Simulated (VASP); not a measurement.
BiB2Sb:

```
CELL_PARAMETERS angstrom
3.79320 0.00000 0.00000
0.00000 3.79320 0.00000
0.00000 0.00000 5.36456
ATOMIC_POSITIONS crystal
Sb 0.00000 0.00000 0.00000
B 0.00000 0.50000 0.76182
B 0.50000 0.00000 0.23818
Bi 0.50000 0.50000 0.50000
```

Base run:

```yaml
Program: VASP 6.6.1
Functional: PBE
Potentials_or_basis: VASP PAW PBE potentials, release 64 (Sb, B, Bi_d)
Cutoff: 520 eV
k_mesh: 4 × 4 × 4
Occupations: gaussian, width 0.01 eV
Spin: no spin polarisation
```

Its results: band gap on the k mesh 0.63 eV (least direct gap 0.84 eV); pressure 1.5 GPa; largest force 0.017 eV/Å.

Q: The run is repeated on the same cell with these changes: functional from PBE to HSE06. What comes out?

A: Band gap on the k mesh 1.15 eV (least direct gap 1.32 eV); pressure -1.9 GPa; largest force 0.018 eV/Å.

Caveats: spin-orbit coupling is left out, which moves the levels of the heavy elements; the PAW data sets were made with another functional, which shifts forces and pressure a little (at least some runs).

A k mesh can miss the band edges.
